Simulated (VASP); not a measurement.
# KBr in VASP: single point with PBE

Aim: the single point of KBr with PBE.

Program: VASP 6.6.1. These are calculated values, not measurements. Logs are shortened: lines on timing, memory, paths and dates and some standing lists are left out, and cuts for length are marked.

### Step 1. The cell of the first run

The cell holds a sheet with vacuum, 2 atoms: a = 5.649 Å, b = 5.649 Å, c = 16.000 Å, α = 90.00°, β = 90.00°, γ = 90.00°.

The cell was built from a structure type or drawn by symmetry, and may not be a known phase.

### Step 2. Single point, PBE

File INCAR:

```
PREC     = Accurate       # precision mode
ENCUT    = 520            # plane-wave cutoff, eV
EDIFF    = 1E-6           # SCF threshold, eV
ISMEAR   = 0              # smearing method
SIGMA    = 0.1            # smearing width, eV
LREAL    = False          # projectors in reciprocal space
LASPH    = True           # aspherical terms in the spheres
NELM     = 60             # most SCF steps
ALGO     = Normal         # electronic algorithm
ISIF     = 2              # what is computed and relaxed
LWAVE    = False          # write WAVECAR
LCHARG   = False          # write CHGCAR
LDIPOL   = True         
IDIPOL   = 3            
DIPOL    = 0.5 0.5 0.500
GGA      = PE             # functional
NBANDS   = 15             # bands
```

File KPOINTS:

```
Automatic mesh
0
Gamma
  4 4 1
```

File POSCAR:

```
KBr
1.0
    5.6489800000      0.0000000000      0.0000000000
    0.0000000000      5.6489800000      0.0000000000
    0.0000000000      0.0000000000     16.0000000000
K Br
1 1
Direct
    0.5000000000      0.5000000000      0.5391706000
    0.0000000000      0.0000000000      0.4608294000
```

Potentials or basis: VASP PAW PBE potentials, release 64 (K_sv, Br).

Launch:

```
$ cat potpaw_PBE.64/K_sv/POTCAR potpaw_PBE.64/Br/POTCAR > POTCAR
$ mpirun -np 1 vasp_std > vasp.out
```

OUTCAR:

```text
PREC = Accurate
   ENCUT = 520
   EDIFF = 1E-6
   ISMEAR = 0
   LREAL = False
   LASPH = True
   NELM = 60
   ISIF = 2
   GGA = PE

 ion  position               nearest neighbor table
   1  0.500  0.500  0.539-
   2  0.000  0.000  0.461-

  LATTYP: Found a simple tetragonal cell.
 ALAT       =     5.6489800000
 C/A-ratio  =     2.8323697375

  Lattice vectors:

 A1 = (   5.6489800000,   0.0000000000,   0.0000000000)
 A2 = (   0.0000000000,   5.6489800000,   0.0000000000)
 A3 = (   0.0000000000,   0.0000000000,  16.0000000000)

Analysis of symmetry for initial positions (statically):
=====================================================================
 Subroutine PRICEL returns:
 Original cell was already a primitive cell.

 Routine SETGRP: Setting up the symmetry group for a
 simple tetragonal supercell.

 Subroutine GETGRP returns: Found  8 space group operations
 (whereof  8 operations were pure point group operations)
 out of a pool of 16 trial point group operations.

The static configuration has the point symmetry C_4v.

Analysis of symmetry for dynamics (positions and initial velocities):
=====================================================================
 Subroutine PRICEL returns:
 Original cell was already a primitive cell.

 Routine SETGRP: Setting up the symmetry group for a
 simple tetragonal supercell.

 Subroutine GETGRP returns: Found  8 space group operations
 (whereof  8 operations were pure point group operations)
 out of a pool of 16 trial point group operations.

The dynamic configuration has the point symmetry C_4v.

 Subroutine INISYM returns: Found  8 space group operations
 (whereof  8 operations are pure point group operations),
 and found     1 'primitive' translations

----------------------------------------------------------------------------------------

                                     Primitive cell

  volume of cell :     510.5756

  direct lattice vectors                    reciprocal lattice vectors
     5.648980000  0.000000000  0.000000000     0.177023109  0.000000000  0.000000000
     0.000000000  5.648980000  0.000000000     0.000000000  0.177023109  0.000000000
     0.000000000  0.000000000 16.000000000     0.000000000  0.000000000  0.062500000

  length of vectors
     5.648980000  5.648980000 16.000000000     0.177023109  0.177023109  0.062500000

  position of ions in fractional coordinates (direct lattice)
     0.500000000  0.500000000  0.539170600
     0.000000000  0.000000000  0.460829400

  ion indices of the primitive-cell ions
   primitive index   ion index
                 1           1
                 2           2

----------------------------------------------------------------------------------------

 KPOINTS: Automatic mesh

Automatic generation of k-mesh.
 Grid dimensions read from file:
 generate k-points for:    4    4    1

 Generating k-lattice:

  Cartesian coordinates                     Fractional coordinates (reciprocal lattice)
     0.044255777  0.000000000  0.000000000     0.250000000  0.000000000  0.000000000
     0.000000000  0.044255777  0.000000000     0.000000000  0.250000000  0.000000000
     0.000000000  0.000000000  0.062500000     0.000000000  0.000000000  1.000000000

  Length of vectors
     0.044255777  0.044255777  0.062500000

  Shift w.r.t. Gamma in fractional coordinates (k-lattice)
     0.000000000  0.000000000  0.000000000

 Subroutine IBZKPT returns following result:
 ===========================================

 Found      6 irreducible k-points:

 Following reciprocal coordinates:
            Coordinates               Weight
  0.000000  0.000000  0.000000      1.000000
  0.250000  0.000000  0.000000      4.000000
  0.500000  0.000000  0.000000      2.000000
  0.250000  0.250000  0.000000      4.000000
  0.500000  0.250000  0.000000      4.000000
  0.500000  0.500000  0.000000      1.000000
   k-points           NKPTS =      6   k-points in BZ     NKDIM =      6   number of bands    NBANDS=     15
   number of dos      NEDOS =    301   number of ions     NIONS =      2
   total plane-waves  NPLWV = 211680
   dimension x,y,z NGX =    42 NGY =   42 NGZ =  120
   dimension x,y,z NGXF=    84 NGYF=   84 NGZF=  240
   ions per type =               1   1
   NGX,Y,Z   is equivalent  to a cutoff of  12.36, 12.36, 12.47 a.u.
   NGXF,Y,Z  is equivalent  to a cutoff of  24.72, 24.72, 24.94 a.u.
 SYSTEM =  unknown system
   PREC   = accura    normal or accurate (medium, high low for compatibility)
   ISTART =      0    job   : 0-new  1-cont  2-samecut
   ICHARG =      2    charge: 1-file 2-atom 10-const
   ISPIN  =      1    spin polarized calculation?
   LNONCOLLINEAR =      F non collinear calculations
   LSORBIT =      F    spin-orbit coupling
   LASPH  =      T    aspherical Exc in radial PAW
   ENCUT  =  520.0 eV  38.22 Ry    6.18 a.u.  10.50 10.50 29.75*2*pi/ulx,y,z
   NELM   =     60;   NELMIN=  2; NELMDL= -5     # of ELM steps
   EDIFF  = 0.1E-05   stopping-criterion for ELM
   LREAL  =      F    real-space projection
   EDIFFG = 0.1E-04   stopping-criterion for IOM
   NSW    =      0    number of steps for IOM
   IBRION =     -1    ionic relax: 0-MD 1-quasi-New 2-CG
   NFREE  =      0    steps in history (QN), initial steepest desc. (CG)
   ISIF   =      2    stress and relaxation
   ISYM   =      2    0-nonsym 1-usesym 2-fastsym
   POTIM  = 0.5000    time-step for ionic-motion
   TEBEG  =    0.0;   TEEND  =   0.0 temperature during run
   PSTRESS=    0.0 pullay stress
   NELECT =      16.0000    total number of electrons
   NUPDOWN=      -1.0000    fix difference up-down
   EMIN   =  10.00;   EMAX   =-10.00  energy-range for DOS
   EFERMI =   0.00;   METHOD = LEGACY
   ISMEAR =     0;   SIGMA  =   0.10  broadening in eV -4-tet -1-fermi 0-gaus
   EFERMI_NEDOS =   21; number of points for ismear=-14 and -15
   IALGO  =     38    algorithm
   IMIX   =      4    mixing-type and parameters
     AMIX     =   0.40;   BMIX     =  1.00
     AMIX_MAG =   1.60;   BMIX_MAG =  1.00
  volume/ion in A,a.u.               =     255.29      1722.77
  Fermi-wavevector in a.u.,A,eV,Ry     =   0.516133  0.975350  3.624498  0.266393
  Thomas-Fermi vector in A             =   1.531915
   LORBIT       =      0    0 simple, 1 ext, 2 COOP (PROOUT), +10 PAW based schemes
   GGA     = PE    functional components
   LHFCALC =     F    Hartree Fock is set to
   AEXX    =    0.0000 exact exchange contribution
   IVDW    =     0    specifies the selected vdW correction
   LEPSILON=     F    determine dielectric tensor
   LRPA    =     F    only Hartree local field effects (RPA)
 non-spin polarized calculation
 Gauss-broadening in eV      SIGMA  =   0.10
  energy-cutoff  :      520.00
  volume of cell :      510.58
 maximum number of plane-waves:     13831
   NGX = 21   NGY = 21   NGZ = 59

 number of electron      16.0000000 magnetization

 dipolmoment           0.000000      0.000000     -0.664979 electrons x Angstroem

 Free energy of the ion-electron system (eV)
  ---------------------------------------------------
  ext. energy  EPLUGINS =         0.00000000
  ---------------------------------------------------
  free energy    TOTEN  =        -4.70763067 eV

  energy without entropy =       -4.70763067  energy(sigma->0) =       -4.70763067

 E-fermi :  -3.7372     XC(G=0):  -1.8751

 val. band max:       -4.2923335313   @ k =   0.5000   0.5000   0.0000
 cond. band min:      -2.1879197338   @ k =   0.0000   0.0000   0.0000
 fundamental gap:      2.1044137975
 Fermi energy:        -3.7372087943

 k-point     1 :       0.0000    0.0000    0.0000
  band No.  band energies     occupation
      1     -35.2290      2.00000
      2     -18.7227      2.00000
      3     -18.6454      2.00000
      4     -18.6454      2.00000
      5     -16.1395      2.00000
      6      -4.3967      2.00000
      7      -4.3145      2.00000
      8      -4.3145      2.00000
      9      -2.1879      0.00000
     10      -0.7473      0.00000
     11       0.4207      0.00000
     12       0.9416      0.00000
     13       1.6554      0.00000
     14       1.6965      0.00000
     15       1.7133      0.00000

 k-point     2 :       0.2500    0.0000    0.0000
  band No.  band energies     occupation
      1     -35.2289      2.00000
      2     -18.7225      2.00000
      3     -18.6474      2.00000
      4     -18.6452      2.00000
      5     -16.1367      2.00000
      6      -4.4752      2.00000
      7      -4.3441      2.00000
      8      -4.3138      2.00000
      9      -1.8884      0.00000
     10      -0.4035      0.00000
     11       0.2973      0.00000
     12       0.7466      0.00000
     13       1.3422      0.00000
     14       1.8050      0.00000
     15       1.8738      0.00000

 k-point     3 :       0.5000    0.0000    0.0000
  band No.  band energies     occupation
      1     -35.2289      2.00000
      2     -18.7223      2.00000
      3     -18.6494      2.00000
      4     -18.6451      2.00000
      5     -16.1340      2.00000
      6      -4.5913      2.00000
      7      -4.3202      2.00000
      8      -4.3132      2.00000
      9      -1.2909      0.00000
     10      -0.7253      0.00000
     11       0.4670      0.00000
     12       0.6562      0.00000
     13       1.4512      0.00000
     14       1.5316      0.00000
     15       1.7808      0.00000

 k-point     4 :       0.2500    0.2500    0.0000
  band No.  band energies     occupation
      1     -35.2289      2.00000
      2     -18.7223      2.00000
      3     -18.6472      2.00000
      4     -18.6468      2.00000
      5     -16.1349      2.00000
      6      -4.4677      2.00000
      7      -4.4119      2.00000
      8      -4.3240      2.00000
      9      -1.6188      0.00000
     10      -0.0969      0.00000
     11       0.4491      0.00000
     12       0.6275      0.00000
     13       1.0428      0.00000
     14       1.7868      0.00000
     15       1.8829      0.00000

 k-point     5 :       0.5000    0.2500    0.0000
  band No.  band energies     occupation
      1     -35.2289      2.00000
      2     -18.7222      2.00000
      3     -18.6488      2.00000
      4     -18.6467      2.00000
      5     -16.1331      2.00000
      6      -4.5467      2.00000
      7      -4.4110      2.00000
      8      -4.3059      2.00000
      9      -1.0660      0.00000
     10      -0.4706      0.00000
     11       0.7058      0.00000
     12       0.9132      0.00000
     13       0.9347      0.00000
     14       1.4091      0.00000
     15       1.7794      0.00000

 k-point     6 :       0.5000    0.5000    0.0000
  band No.  band energies     occupation
      1     -35.2289      2.00000
      2     -18.7220      2.00000
      3     -18.6483      2.00000
      4     -18.6483      2.00000
      5     -16.1322      2.00000
      6      -4.5011      2.00000
      7      -4.5011      2.00000
      8      -4.2923      2.00000
      9      -0.6041      0.00000
     10       0.0454      0.00000
     11       0.0454      0.00000
     12       0.5895      0.00000
     13       1.2234      0.00000
     14       1.7116      0.00000
     15       1.7116      0.00000

------------------------ aborting loop because EDIFF is reached ----------------------------------------

 vacuum level on the upper side and lower side of the slab       (xc-potential included)        -1.954         1.698

  FORCE on cell =-STRESS in cart. coord.  units (eV):
  Direction    XX          YY          ZZ          XY          YZ          ZX
  --------------------------------------------------------------------------------------
  -------------------------------------------------------------------------------------
  Total       -2.1548238     -2.1548238     -0.9913080      0.0000000      0.0000000      0.0000000
  in kB       -6.7617995     -6.7617995     -3.1107071      0.0000000      0.0000000      0.0000000
  external PRESSURE =      -5.5447687 kB  Pullay stress =       0.0000000 kB

 VOLUME and BASIS-vectors are now :
 -----------------------------------------------------------------------------
  energy-cutoff  :      520.00
  volume of cell :      510.58
      direct lattice vectors                 reciprocal lattice vectors
     5.648980000  0.000000000  0.000000000     0.177023109  0.000000000  0.000000000
     0.000000000  5.648980000  0.000000000     0.000000000  0.177023109  0.000000000
     0.000000000  0.000000000 16.000000000     0.000000000  0.000000000  0.062500000

 POSITION                                       TOTAL-FORCE (eV/Angst)
 -----------------------------------------------------------------------------------
      2.82449      2.82449      8.62673        -0.000000      0.000000     -0.847236
      0.00000      0.00000      7.37327         0.000000     -0.000000      0.847236
 -----------------------------------------------------------------------------------
    total drift:                                0.000000     -0.000000     -0.000281

  FREE ENERGIE OF THE ION-ELECTRON SYSTEM (eV)
  ---------------------------------------------------
  free  energy   TOTEN  =        -4.7076306699 eV

  energy  without entropy=       -4.7076306699  energy(sigma->0) =       -4.70763067

 vacuum level on the upper side and lower side of the slab        -1.426         2.357
```

Run time: 50 s. Hardware: 1 thread of Intel Xeon 6975P-C (Granite Rapids), shared host; peak memory 0.45 GiB.

Results:

| Quantity | Value |
| --- | --- |
| Free energy | -4.7076 eV |
| Largest force | 0.847 eV/Å |
| Band gap on the k mesh | 2.10 eV (least direct gap 2.13 eV) |

Forces on the atoms (eV/Å):
```
K    0.000  0.000 -0.847
Br   0.000  0.000  0.847
```
